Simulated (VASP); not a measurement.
# Ag (Fm-3m) in VASP: further runs, part 2 of 3

VASP 6.6.1.

## (3) Electric field gradients, PBE, non-collinear spin, zero start, spin-orbit coupling

INCAR reads:

```
SYSTEM = Ag
  ALGO = Normal
  EDIFF = 1E-8
  ENCUT = 520
  GGA = PE
  GGA_COMPAT = .False.
  ISIF = 2
  ISMEAR = -1
  LASPH = .True.
  LCHARG = .False.
  LEFG = .True.
  LMAXMIX = 4
  LNONCOLLINEAR = .True.
  LORBIT = 11
  LORBMOM = .True.
  LREAL = .False.
  LSORBIT = .True.
  LWAVE = .False.
  MAGMOM = 0 0 0
  NBANDS = 22
  NELM = 150
  PREC = Accurate
  SIGMA = 0.03
```

KPOINTS reads:

```
k-points
0
Gamma
  15 15 15
  0 0 0
```

POSCAR reads:

```
Ag
1.0
    0.0000000000      2.0431000000      2.0431000000
    2.0431000000      0.0000000000      2.0431000000
    2.0431000000      2.0431000000      0.0000000000
Ag
1
Direct
    0.0000000000      0.0000000000      0.0000000000
```

Potentials or basis: VASP PAW PBE potentials, release 64 (Ag).

Run with:

```sh
$ cat potpaw_PBE.64/Ag/POTCAR > POTCAR
$ mpirun -np 1 vasp_ncl > vasp.out
```

OUTCAR:

```text
SYSTEM = Ag
   EDIFF = 1E-8
   ENCUT = 520
   GGA = PE
   ISIF = 2
   ISMEAR = -1
   LASPH = .True.
   LNONCOLLINEAR = .True.
   LORBIT = 11
   LREAL = .False.
   LSORBIT = .True.
   NELM = 150
   PREC = Accurate

 ion  position               nearest neighbor table
   1  0.000  0.000  0.000-

  LATTYP: Found a face centered cubic cell.
 ALAT       =     4.0862000000

  Lattice vectors:

 A1 = (   0.0000000000,   2.0431000000,   2.0431000000)
 A2 = (   2.0431000000,   0.0000000000,   2.0431000000)
 A3 = (   2.0431000000,   2.0431000000,   0.0000000000)

Analysis of symmetry for initial positions (statically):
=====================================================================
 Subroutine PRICEL returns:
 Original cell was already a primitive cell.

 Routine SETGRP: Setting up the symmetry group for a
 face centered cubic supercell.

 Subroutine GETGRP returns: Found 48 space group operations
 (whereof 48 operations were pure point group operations)
 out of a pool of 48 trial point group operations.

The static configuration has the point symmetry O_h .

Analysis of symmetry for dynamics (positions and initial velocities):
=====================================================================
 Subroutine PRICEL returns:
 Original cell was already a primitive cell.

[... 834 lines left out ...]
----------------------------------------------------------------------

 orbital moment (x)

 # of ion     p       d       tot
 ----------------------------------------
  1         0.000  -0.000  -0.000
 ----------------------------------------
            0.000  -0.000  -0.000

 orbital moment (y)

 # of ion     p       d       tot
 ----------------------------------------
  1         0.000   0.000   0.000
 ----------------------------------------
            0.000   0.000   0.000

 orbital moment (z)

 # of ion     p       d       tot
 ----------------------------------------
  1         0.000   0.000   0.000
 ----------------------------------------
            0.000   0.000   0.000

 Spin-Orbit-Coupling matrix elements

 Ion:    1  E_soc:     -0.0544035
 l=   1
     0.0000000    -0.0020178    -0.0020178
    -0.0020178     0.0000000    -0.0020178
    -0.0020178    -0.0020178     0.0000000
 l=   2
     0.0000000    -0.0014942     0.0000000    -0.0014942    -0.0055552
    -0.0014942     0.0000000    -0.0041664    -0.0014942    -0.0013888
     0.0000000    -0.0041664     0.0000000    -0.0041664     0.0000000
    -0.0014942    -0.0014942    -0.0041664     0.0000000    -0.0013888
    -0.0055552    -0.0013888     0.0000000    -0.0013888     0.0000000
 l=   3
     0.0000000     0.0000000     0.0000000     0.0000000     0.0000000     0.0000000     0.0000000
     0.0000000     0.0000000     0.0000000     0.0000000     0.0000000     0.0000000     0.0000000
     0.0000000     0.0000000     0.0000000     0.0000000     0.0000000     0.0000000     0.0000000
     0.0000000     0.0000000     0.0000000     0.0000000     0.0000000     0.0000000     0.0000000
     0.0000000     0.0000000     0.0000000     0.0000000     0.0000000     0.0000000     0.0000000
     0.0000000     0.0000000     0.0000000     0.0000000     0.0000000     0.0000000     0.0000000
     0.0000000     0.0000000     0.0000000     0.0000000     0.0000000     0.0000000     0.0000000

 total charge

# of ion       s       p       d       tot
------------------------------------------
    1        0.421   0.302   9.154   9.877

 magnetization (x)

# of ion       s       p       d       tot
------------------------------------------
    1       -0.000  -0.000   0.000  -0.000

 magnetization (y)

# of ion       s       p       d       tot
------------------------------------------
    1       -0.000  -0.000   0.000  -0.000

 magnetization (z)

# of ion       s       p       d       tot
------------------------------------------
    1       -0.000   0.000   0.000  -0.000
```

OSZICAR:

```text
N       E                     dE             d eps       ncg     rms          rms(c)
DAV:   1     0.687878982098E+02    0.68788E+02   -0.55015E+03  5304   0.976E+02
DAV:   2    -0.131514791798E+01   -0.70103E+02   -0.65061E+02  6024   0.247E+02
DAV:   3    -0.298661202469E+01   -0.16715E+01   -0.16657E+01  6084   0.404E+01
DAV:   4    -0.299268690886E+01   -0.60749E-02   -0.60744E-02  5832   0.250E+00
DAV:   5    -0.299274678859E+01   -0.59880E-04   -0.59879E-04  6060   0.247E-01    0.534E+00
DAV:   6    -0.274219460391E+01    0.25055E+00   -0.45888E-01  5760   0.972E+00    0.344E+00
DAV:   7    -0.273397018286E+01    0.82244E-02   -0.74069E-03  6038   0.108E+00    0.195E+00
DAV:   8    -0.273097726728E+01    0.29929E-02   -0.58604E-04  5776   0.221E-01    0.346E-01
DAV:   9    -0.273098665161E+01   -0.93843E-05   -0.79209E-06  6088   0.227E-02    0.458E-02
DAV:  10    -0.273099296617E+01   -0.63146E-05   -0.15164E-06  5840   0.146E-02    0.260E-02
DAV:  11    -0.273099535603E+01   -0.23899E-05   -0.12762E-06  5830   0.118E-02    0.899E-04
DAV:  12    -0.273099529856E+01    0.57463E-07   -0.11146E-08  5820   0.927E-04    0.429E-04
DAV:  13    -0.273099526558E+01    0.32985E-07   -0.85129E-10  3336   0.288E-04    0.163E-04
DAV:  14    -0.273099524749E+01    0.18089E-07   -0.61310E-10  3048   0.270E-04    0.606E-05
DAV:  15    -0.273099524402E+01    0.34647E-08   -0.22181E-11  2976   0.526E-05
   1 F= -.27309952E+01 E0= -.27302459E+01  d E =-.149875E-02  mag=     0.0000    -0.0000    -0.0000
```

Run time: 3.1 min. Hardware: 1 thread of AMD EPYC 7R13 (Zen 3), shared host; peak memory 0.2 GiB.

What came out:

| Quantity | Value |
| --- | --- |
| Free energy | -2.7310 eV |
| Pressure | 4.3 GPa |
| Net moment | 0.00 μB per cell |
| Valence electrons inside the program's atomic spheres | Ag 9.88 |

Moments on the atoms (μB; x, y, z):
```
Ag  0.00 0.00 0.00
```

Caveat: without QUAD_EFG the Cq values of the log hold for a quadrupole moment of 1 mb, not for the nuclei.

## (4) Electric field gradients, PBE (volume scaled by 0.9405)

INCAR reads:

```
ALGO = Normal
EDIFF = 1E-8
ENCUT = 520
GGA = PE
ISIF = 2
ISMEAR = -1
LASPH = True
LCHARG = False
LEFG = True
LREAL = False
LWAVE = False
NBANDS = 12
NELM = 80
PREC = Accurate
SIGMA = 0.03
```

KPOINTS reads:

```
k-points
0
Gamma
  15 15 15
```

POSCAR reads:

```
Ag
1.0
    0.0000000000      2.0017471726      2.0017471726
    2.0017471726      0.0000000000      2.0017471726
    2.0017471726      2.0017471726      0.0000000000
Ag
1
Direct
    0.0000000000      0.0000000000      0.0000000000
```

Potentials or basis: VASP PAW PBE potentials, release 64 (Ag).

Run with:

```sh
$ cat potpaw_PBE.64/Ag/POTCAR > POTCAR
$ mpirun -np 1 vasp_std > vasp.out
```

OUTCAR:

```text
EDIFF = 1E-8
   ENCUT = 520
   GGA = PE
   ISIF = 2
   ISMEAR = -1
   LASPH = True
   LREAL = False
   NELM = 80
   PREC = Accurate

 ion  position               nearest neighbor table
   1  0.000  0.000  0.000-

  LATTYP: Found a face centered cubic cell.
 ALAT       =     4.0034943452

  Lattice vectors:

 A1 = (   0.0000000000,   2.0017471726,   2.0017471726)
 A2 = (   2.0017471726,   0.0000000000,   2.0017471726)
 A3 = (   2.0017471726,   2.0017471726,   0.0000000000)

Analysis of symmetry for initial positions (statically):
=====================================================================
 Subroutine PRICEL returns:
 Original cell was already a primitive cell.

 Routine SETGRP: Setting up the symmetry group for a
 face centered cubic supercell.

 Subroutine GETGRP returns: Found 48 space group operations
 (whereof 48 operations were pure point group operations)
 out of a pool of 48 trial point group operations.

The static configuration has the point symmetry O_h .

Analysis of symmetry for dynamics (positions and initial velocities):
=====================================================================
 Subroutine PRICEL returns:
 Original cell was already a primitive cell.

 Routine SETGRP: Setting up the symmetry group for a
 face centered cubic supercell.

 Subroutine GETGRP returns: Found 48 space group operations
 (whereof 48 operations were pure point group operations)
 out of a pool of 48 trial point group operations.

The dynamic configuration has the point symmetry O_h .

[... 159 lines left out ...]
      7      25.4507      0.00000
      8      29.3918      0.00000
      9      29.3918      0.00000
     10      29.3918      0.00000
     11      34.3586      0.00000
     12      35.9282      0.00000
[... 331 lines left out ...]
 k-point    24 :       0.2000    0.1333    0.0000
  band No.  band energies     occupation
      1       2.2690      2.00000
      2       3.8220      2.00000
      3       4.6577      2.00000
      4       4.6964      2.00000
      5       5.1323      2.00000
      6       5.6245      2.00000
      7      24.9046      0.00000
      8      26.3219      0.00000
      9      27.0485      0.00000
     10      28.3890      0.00000
     11      32.6371      0.00000
     12      35.3194      0.00000

 [... further k-points ...]

------------------------ aborting loop because EDIFF is reached ----------------------------------------

  FORCE on cell =-STRESS in cart. coord.  units (eV):
  Direction    XX          YY          ZZ          XY          YZ          ZX
  --------------------------------------------------------------------------------------
  -------------------------------------------------------------------------------------
  Total        1.2783829      1.2783829      1.2783829      0.0000000      0.0000000     -0.0000000
  in kB      127.6773494    127.6773494    127.6773494      0.0000000      0.0000000     -0.0000000
  external PRESSURE =     127.6773494 kB  Pullay stress =       0.0000000 kB

 VOLUME and BASIS-vectors are now :
 -----------------------------------------------------------------------------
  energy-cutoff  :      520.00
  volume of cell :       16.04
      direct lattice vectors                 reciprocal lattice vectors
     0.000000000  2.001747173  2.001747173    -0.249781794  0.249781794  0.249781794
     2.001747173  0.000000000  2.001747173     0.249781794 -0.249781794  0.249781794
     2.001747173  2.001747173  0.000000000     0.249781794  0.249781794 -0.249781794

 POSITION                                       TOTAL-FORCE (eV/Angst)
 -----------------------------------------------------------------------------------
      0.00000      0.00000      0.00000         0.000000      0.000000      0.000000
 -----------------------------------------------------------------------------------
    total drift:                               -0.000000      0.000000      0.000000

  FREE ENERGIE OF THE ION-ELECTRON SYSTEM (eV)
  ---------------------------------------------------
  free  energy   TOTEN  =        -2.6505691973 eV

  energy  without entropy=       -2.6491280530  energy(sigma->0) =       -2.64984863

 Electric field gradients (V/A^2)
---------------------------------------------------------------------
 ion       V_xx      V_yy      V_zz      V_xy      V_xz      V_yz
---------------------------------------------------------------------
   1      -0.000     0.000     0.000     0.000     0.000     0.000
---------------------------------------------------------------------

 Electric field gradients after diagonalization (V/A^2)
 (convention: |V_zz| > |V_xx| > |V_yy|)
----------------------------------------------------------------------
 ion       V_xx      V_yy      V_zz     asymmetry (V_yy - V_xx)/ V_zz
----------------------------------------------------------------------
   1      -0.000    -0.000     0.000       0.000
----------------------------------------------------------------------

           NMR quadrupolar parameters

 Cq : quadrupolar parameter    Cq=e*Q*V_zz/h
 eta: asymmetry parameters     (V_yy - V_xx)/ V_zz
 Q  : nuclear electric quadrupole moment in mb (millibarn)
----------------------------------------------------------------------
 ion       Cq(MHz)       eta       Q (mb)
----------------------------------------------------------------------
   1       0.000       0.000       1.000
----------------------------------------------------------------------
```

OSZICAR:

```text
N       E                     dE             d eps       ncg     rms          rms(c)
DAV:   1     0.518502140237E+02    0.51850E+02   -0.55762E+03  2904   0.836E+02
DAV:   2    -0.213747140571E+01   -0.53988E+02   -0.51418E+02  3384   0.197E+02
DAV:   3    -0.292493533020E+01   -0.78746E+00   -0.78704E+00  3376   0.249E+01
DAV:   4    -0.292729346749E+01   -0.23581E-02   -0.23581E-02  3320   0.142E+00
DAV:   5    -0.292731097066E+01   -0.17503E-04   -0.17503E-04  3424   0.110E-01    0.619E+00
DAV:   6    -0.266563971571E+01    0.26167E+00   -0.95393E-01  3160   0.889E+00    0.388E+00
DAV:   7    -0.265415179741E+01    0.11488E-01   -0.15248E-02  3360   0.115E+00    0.211E+00
DAV:   8    -0.265055992035E+01    0.35919E-02   -0.72166E-04  3236   0.195E-01    0.114E-01
DAV:   9    -0.265056456321E+01   -0.46429E-05   -0.76218E-06  3364   0.217E-02    0.264E-02
DAV:  10    -0.265056985676E+01   -0.52936E-05   -0.36627E-06  3324   0.174E-02    0.771E-03
DAV:  11    -0.265056925620E+01    0.60056E-06   -0.95709E-08  3404   0.254E-03    0.642E-04
DAV:  12    -0.265056920172E+01    0.54477E-07   -0.33413E-09  2160   0.525E-04    0.321E-05
DAV:  13    -0.265056919731E+01    0.44074E-08   -0.10184E-10  1752   0.105E-04
   1 F= -.26505692E+01 E0= -.26498486E+01  d E =-.144114E-02
```

Run time: 17 s. Hardware: 1 thread of Intel Xeon 6975P-C, shared host; peak memory 0.15 GiB.

What came out:

```
Free energy : -2.6506 eV
Pressure    : 12.8 GPa
```

Levels at points of the mesh, in eV from the Fermi level:
```
           k point  band 3  band 4  band 5  band 6  band 7  band 8  band 9  band 10
(0.00, 0.00, 0.00)   -5.24   -5.24   -4.09   -4.09   15.95   19.89   19.89    19.89
```

Caveat: without QUAD_EFG the Cq values of the log hold for a quadrupole moment of 1 mb, not for the nuclei.

[end of part 2 of 3]
